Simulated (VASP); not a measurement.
# MnSb4 (P4/mmm) in VASP: further runs

MnSb4 is run at these levels: LDA+U; tasks: single point.

Everything below comes from runs of VASP 6.6.1. Logs are shortened: lines on timing, memory, paths and dates and some standing lists are left out, and cuts for length are marked.

**1. The cell of the first run**

Symmetry: P4/mmm, No. 123, tetragonal system. Conventional cell: a = 3.080 Å, b = 3.080 Å, c = 14.994 Å, α = 90.00°, β = 90.00°, γ = 90.00°. Sb (site symmetry 4mm) has 1 Mn at 2.70 Å and 5 Sb at 3.08 to 3.29 Å within 3.6 Å. Within 4.0 Å of Sb (site symmetry 4mm) lie 6 Sb at 3.02 to 3.29 Å. Mn (site symmetry 4/mmm) has 2 Sb at 2.70 Å and 4 Mn at 3.08 Å within 3.6 Å.

**2. Single point, LDA+U, collinear spin, ferromagnetic start**

INCAR

```
  PREC = Accurate
  ENCUT = 520
  EDIFF = 1E-7
  ISMEAR = -1
  SIGMA = 0.05
  LREAL = F
  LASPH = T
  NELM = 150
  ALGO = Normal
  ISIF = 2
  LWAVE = F
  LCHARG = T
  ISPIN = 2
  MAGMOM = 0 0 0 0 4
  LORBIT = 11
  LMAXMIX = 4
  LDAU = T
  LDAUTYPE = 2
  LDAUL = -1 2
  LDAUU = 0 1
  LDAUJ = 0 0
  LDAUPRINT = 1
  LELF = T
  LVHAR = T
  NBANDS = 28
```

KPOINTS

```
regular mesh
0
Gamma
  9 9 2
```

POSCAR

```
MnSb4
1.0
    3.0805000000      0.0000000000      0.0000000000
    0.0000000000      3.0805000000      0.0000000000
    0.0000000000      0.0000000000     14.9942030000
Sb Mn
4 1
Direct
    0.0000000000      0.0000000000      0.8196820000
    0.0000000000      0.0000000000      0.6005510000
    0.0000000000      0.0000000000      0.3994490000
    0.0000000000      0.0000000000      0.1803180000
    0.0000000000      0.0000000000      0.0000000000
```

Potentials or basis: VASP PAW LDA potentials, release 64 (Sb, Mn_pv).

Run with:

```sh
$ cat potpaw_LDA.64/Sb/POTCAR potpaw_LDA.64/Mn_pv/POTCAR > POTCAR
$ mpirun -np 1 vasp_std > vasp.out
```

OUTCAR:

```text
PREC = Accurate
   ENCUT = 520
   EDIFF = 1E-7
   ISMEAR = -1
   LREAL = F
   LASPH = T
   NELM = 150
   ISIF = 2
   ISPIN = 2
   LORBIT = 11

 ion  position               nearest neighbor table
   1  0.000  0.000  0.820-   5 2.70   2 3.29
   2  0.000  0.000  0.601-   3 3.02   1 3.29
   3  0.000  0.000  0.399-   2 3.02   4 3.29
   4  0.000  0.000  0.180-   5 2.70   3 3.29
   5  0.000  0.000  0.000-   1 2.70   4 2.70

  LATTYP: Found a simple tetragonal cell.
 ALAT       =     3.0805000000
 C/A-ratio  =     4.8674575556

  Lattice vectors:

 A1 = (   3.0805000000,   0.0000000000,   0.0000000000)
 A2 = (   0.0000000000,   3.0805000000,   0.0000000000)
 A3 = (   0.0000000000,   0.0000000000,  14.9942030000)

Analysis of symmetry for initial positions (statically):
=====================================================================
 Subroutine PRICEL returns:
 Original cell was already a primitive cell.

 Routine SETGRP: Setting up the symmetry group for a
 simple tetragonal supercell.

 Subroutine GETGRP returns: Found 16 space group operations
 (whereof 16 operations were pure point group operations)
 out of a pool of 16 trial point group operations.

The static configuration has the point symmetry D_4h.

Analysis of symmetry for dynamics (positions and initial velocities):
=====================================================================
 Subroutine PRICEL returns:
 Original cell was already a primitive cell.

 Routine SETGRP: Setting up the symmetry group for a
 simple tetragonal supercell.

 Subroutine GETGRP returns: Found 16 space group operations
 (whereof 16 operations were pure point group operations)
 out of a pool of 16 trial point group operations.

The dynamic configuration has the point symmetry D_4h.

Analysis of structural, dynamic, and magnetic symmetry:
=====================================================================
 Subroutine PRICEL returns:
 Original cell was already a primitive cell.

 Routine SETGRP: Setting up the symmetry group for a
 simple tetragonal supercell.

 Subroutine GETGRP returns: Found 16 space group operations
 (whereof 16 operations were pure point group operations)
 out of a pool of 16 trial point group operations.

The overall configuration has the point symmetry D_4h.

 Subroutine INISYM returns: Found 16 space group operations
 (whereof 16 operations are pure point group operations),
 and found     1 'primitive' translations

----------------------------------------------------------------------------------------

                                     Primitive cell

  volume of cell :     142.2872

  direct lattice vectors                    reciprocal lattice vectors
     3.080500000  0.000000000  0.000000000     0.324622626  0.000000000  0.000000000
     0.000000000  3.080500000  0.000000000     0.000000000  0.324622626  0.000000000
     0.000000000  0.000000000 14.994203000     0.000000000  0.000000000  0.066692441

  length of vectors
     3.080500000  3.080500000 14.994203000     0.324622626  0.324622626  0.066692441

  position of ions in fractional coordinates (direct lattice)
     0.000000000  0.000000000  0.819682000
     0.000000000  0.000000000  0.600551000
     0.000000000  0.000000000  0.399449000
     0.000000000  0.000000000  0.180318000
     0.000000000  0.000000000  0.000000000

  ion indices of the primitive-cell ions
   primitive index   ion index
                 1           1
[... 76 lines left out ...]
   EDIFF  = 0.1E-06   stopping-criterion for ELM
   LREAL  =      F    real-space projection
   EDIFFG = 0.1E-05   stopping-criterion for IOM
   NSW    =      0    number of steps for IOM
   IBRION =     -1    ionic relax: 0-MD 1-quasi-New 2-CG
   NFREE  =      0    steps in history (QN), initial steepest desc. (CG)
   ISIF   =      2    stress and relaxation
   ISYM   =      2    0-nonsym 1-usesym 2-fastsym
   POTIM  = 0.5000    time-step for ionic-motion
   TEBEG  =    0.0;   TEEND  =   0.0 temperature during run
   PSTRESS=    0.0 pullay stress
   NELECT =      33.0000    total number of electrons
   NUPDOWN=      -1.0000    fix difference up-down
   EMIN   =  10.00;   EMAX   =-10.00  energy-range for DOS
   EFERMI =   0.00;   METHOD = LEGACY
   ISMEAR =    -1;   SIGMA  =   0.05  broadening in eV -4-tet -1-fermi 0-gaus
   EFERMI_NEDOS =   21; number of points for ismear=-14 and -15
   IALGO  =     38    algorithm
   IMIX   =      4    mixing-type and parameters
     AMIX     =   0.40;   BMIX     =  1.00
     AMIX_MAG =   1.60;   BMIX_MAG =  1.00
  volume/ion in A,a.u.               =      28.46       192.04
  Fermi-wavevector in a.u.,A,eV,Ry     =   1.005829  1.900741 13.764908  1.011692
  Thomas-Fermi vector in A             =   2.138533
   LORBIT       =     11    0 simple, 1 ext, 2 COOP (PROOUT), +10 PAW based schemes
 LDA+U is selected, type is set to LDAUTYPE =  2
   angular momentum for each species LDAUL =    -1    2
   U (eV)           for each species LDAUU =   0.0  1.0
   J (eV)           for each species LDAUJ =   0.0  0.0
   GGA     = CA    functional components
   LHFCALC =     F    Hartree Fock is set to
   AEXX    =    0.0000 exact exchange contribution
   IVDW    =     0    specifies the selected vdW correction
   LEPSILON=     F    determine dielectric tensor
   LRPA    =     F    only Hartree local field effects (RPA)
 spin polarized calculation
  energy-cutoff  :      520.00
  volume of cell :      142.29
 maximum number of plane-waves:      3866
 NGX is ok and might be reduce to    24
   NGX = 11   NGY = 11   NGZ = 55

atom =   5  type =  2  l = 2

 onsite density matrix

spin component  1

  0.9089  0.0000  0.0000 -0.0000 -0.0000
  0.0000  0.8991 -0.0000  0.0000 -0.0000
  0.0000 -0.0000  0.8326 -0.0000  0.0000
 -0.0000  0.0000 -0.0000  0.8991 -0.0000
 -0.0000 -0.0000  0.0000 -0.0000  0.8921

spin component  2

  0.0833  0.0000  0.0000 -0.0000 -0.0000
  0.0000  0.0449  0.0000  0.0000 -0.0000
  0.0000  0.0000  0.3007  0.0000 -0.0000
 -0.0000  0.0000  0.0000  0.0449  0.0000
 -0.0000 -0.0000 -0.0000  0.0000  0.0698

 occupancies and eigenvectors

  o =  0.0449  v =  0.0000  0.0000  0.0000  0.0000  0.0000  0.0000 -0.0025 -0.0000 -1.0000  0.0000      0.0000  0.0000  0.0000  0.0000  0.0000  0.0000  0.0000  0.0000  0.0000  0.0000
  o =  0.0449  v =  0.0000  0.0000  0.0000  0.0000  0.0000  0.0000  1.0000 -0.0000 -0.0025  0.0000      0.0000  0.0000  0.0000  0.0000  0.0000  0.0000  0.0000  0.0000  0.0000  0.0000
  o =  0.0698  v =  0.0000  0.0000  0.0000  0.0000  0.0000  0.0000  0.0000 -0.0000  0.0000 -1.0000      0.0000  0.0000  0.0000  0.0000  0.0000  0.0000  0.0000  0.0000  0.0000  0.0000
  o =  0.0833  v =  0.0000  0.0000  0.0000  0.0000  0.0000  1.0000  0.0000  0.0000  0.0000  0.0000      0.0000  0.0000  0.0000  0.0000  0.0000  0.0000  0.0000  0.0000  0.0000  0.0000
  o =  0.3007  v =  0.0000  0.0000  0.0000  0.0000  0.0000  0.0000 -0.0000 -1.0000 -0.0000  0.0000      0.0000  0.0000  0.0000  0.0000  0.0000  0.0000  0.0000  0.0000  0.0000  0.0000
  o =  0.8326  v =  0.0000  0.0000 -1.0000  0.0000  0.0000  0.0000  0.0000  0.0000  0.0000  0.0000      0.0000  0.0000  0.0000  0.0000  0.0000  0.0000  0.0000  0.0000  0.0000  0.0000
  o =  0.8921  v =  0.0000  0.0000  0.0000 -0.0000  1.0000  0.0000  0.0000  0.0000  0.0000  0.0000      0.0000  0.0000  0.0000  0.0000  0.0000  0.0000  0.0000  0.0000  0.0000  0.0000
  o =  0.8991  v =  0.0000  0.9914  0.0000  0.1306 -0.0000  0.0000  0.0000  0.0000  0.0000  0.0000      0.0000  0.0000  0.0000  0.0000  0.0000  0.0000  0.0000  0.0000  0.0000  0.0000
  o =  0.8991  v =  0.0000 -0.1306  0.0000  0.9914  0.0000  0.0000  0.0000  0.0000  0.0000  0.0000      0.0000  0.0000  0.0000  0.0000  0.0000  0.0000  0.0000  0.0000  0.0000  0.0000
  o =  0.9089  v =  1.0000  0.0000  0.0000  0.0000  0.0000  0.0000  0.0000  0.0000  0.0000  0.0000      0.0000  0.0000  0.0000  0.0000  0.0000  0.0000  0.0000  0.0000  0.0000  0.0000

 number of electron      33.0000000 magnetization       4.1320164

 Free energy of the ion-electron system (eV)
  ---------------------------------------------------
  ext. energy  EPLUGINS =         0.00000000
  ---------------------------------------------------
  free energy    TOTEN  =       -26.37097296 eV

  energy without entropy =      -26.34307415  energy(sigma->0) =      -26.35702355

 E-fermi :   6.4230     XC(G=0):  -9.8373

 val. band max:        6.4099483064   @ k =   0.2222   0.2222   0.0000
 cond. band min:       6.4429073866   @ k =   0.2222   0.1111   0.0000
 fundamental gap:      0.0329590802
 Fermi energy:         6.4230122552

 spin component 1

 k-point     1 :       0.0000    0.0000    0.0000
  band No.  band energies     occupation
      1     -43.2142      1.00000
      2     -43.2142      1.00000
      3     -43.0325      1.00000
      4      -5.8735      1.00000
      5      -5.1841      1.00000
      6      -4.9289      1.00000
[... 1481 lines left out ...]
     27      11.9125      0.00000
     28      12.8770      0.00000

 [... further k-points ...]
[... 5 lines left out ...]
  --------------------------------------------------------------------------------------
  -------------------------------------------------------------------------------------
  Total       -2.8710158     -2.8710158     -4.4289734      0.0000000      0.0000000      0.0000000
  in kB      -32.3281128    -32.3281128    -49.8709727      0.0000000      0.0000000      0.0000000
  external PRESSURE =     -38.1757327 kB  Pullay stress =       0.0000000 kB

 VOLUME and BASIS-vectors are now :
 -----------------------------------------------------------------------------
  energy-cutoff  :      520.00
  volume of cell :      142.29
      direct lattice vectors                 reciprocal lattice vectors
     3.080500000  0.000000000  0.000000000     0.324622626  0.000000000  0.000000000
     0.000000000  3.080500000  0.000000000     0.000000000  0.324622626  0.000000000
     0.000000000  0.000000000 14.994203000     0.000000000  0.000000000  0.066692441

 POSITION                                       TOTAL-FORCE (eV/Angst)
 -----------------------------------------------------------------------------------
      0.00000      0.00000     12.29048         0.000000     -0.000000      0.025105
      0.00000      0.00000      9.00478         0.000000      0.000000     -0.051890
      0.00000      0.00000      5.98942         0.000000     -0.000000      0.051890
      0.00000      0.00000      2.70372         0.000000     -0.000000     -0.025105
      0.00000      0.00000      0.00000         0.000000     -0.000000      0.000000
 -----------------------------------------------------------------------------------
    total drift:                                0.000000      0.000000     -0.000000

  FREE ENERGIE OF THE ION-ELECTRON SYSTEM (eV)
  ---------------------------------------------------
  free  energy   TOTEN  =       -26.3709729562 eV

  energy  without entropy=      -26.3430741519  energy(sigma->0) =      -26.35702355

 total charge

# of ion       s       p       d       tot
------------------------------------------
    1        1.212   1.170   0.037   2.419
    2        1.225   1.127   0.039   2.391
    3        1.225   1.127   0.039   2.391
    4        1.212   1.170   0.037   2.419
    5        0.324   6.128   4.956  11.408
--------------------------------------------------
tot          5.198  10.721   5.108  21.028

 magnetization (x)

# of ion       s       p       d       tot
------------------------------------------
    1       -0.001  -0.028   0.001  -0.028
    2       -0.001   0.003  -0.000   0.002
    3       -0.001   0.003  -0.000   0.002
    4       -0.001  -0.028   0.001  -0.028
    5        0.030   0.022   3.879   3.932
--------------------------------------------------
tot          0.026  -0.026   3.881   3.880
```

Run time: 8.5 min. Hardware: 1 thread of Oxide Virtual Turin-like, shared host; peak memory 0.3 GiB.

What came out:

```
Free energy                                           : -26.3710 eV
Pressure                                              : -3.8 GPa
Largest force                                         : 0.052 eV/Å
Net moment                                            : 4.13 μB per cell
Site moments                                          : Sb -0.03, +0.00; Mn +3.93 μB
Valence electrons inside the program's atomic spheres : Sb 2.42, 2.39; Mn 11.41
```

Forces on the atoms (eV/Å):
```
Sb   0.000  0.000  0.025
Sb   0.000  0.000 -0.052
Sb   0.000  0.000  0.052
Sb   0.000  0.000 -0.025
Mn   0.000  0.000  0.000
```

Stress tensor (GPa, compression positive):
```
-3.23  0.00  0.00
 0.00 -3.23  0.00
 0.00  0.00 -4.99
```

Levels at points of the mesh, in eV from the Fermi level:
Spin up:
| k point | band 14 | band 15 | band 16 | band 17 | band 18 | band 19 | band 20 | band 21 | band 22 | band 23 |
| --- | --- | --- | --- | --- | --- | --- | --- | --- | --- | --- |
| (0.00, 0.00, 0.00) | -2.57 | -2.28 | 0.72 | 1.66 | 3.53 | 3.53 | 4.21 | 4.21 | 4.38 | 4.38 |
| (0.00, 0.00, 0.50) | -2.28 | -2.05 | -0.65 | 3.03 | 3.55 | 3.55 | 4.07 | 4.07 | 4.57 | 4.57 |
Spin down:
| k point | band 12 | band 13 | band 14 | band 15 | band 16 | band 17 |
| --- | --- | --- | --- | --- | --- | --- |
| (0.00, 0.00, 0.00) | 0.21 | 0.81 | 1.55 | 1.55 | 2.07 | 2.83 |
| (0.00, 0.00, 0.50) | 0.21 | 0.39 | 1.55 | 1.55 | 2.07 | 3.56 |

Eigenvalues of the final occupation matrices:
| site | spin | trace | eigenvalues |
| --- | --- | --- | --- |
| site 5 d | 1 | 4.43 | 0.83 0.89 0.90 0.90 0.91 |
| site 5 d | 2 | 0.54 | 0.04 0.04 0.07 0.08 0.30 |

Caveat: spin-orbit coupling is left out, which moves the levels of the heavy elements; a cell with one magnetic atom can't hold antiferromagnetic order, which such compounds often take; the U is typed as a test and isn't derived for this compound. The state reached can hang on the start; a lower one may exist.

(Continued in part 2 of 2.)
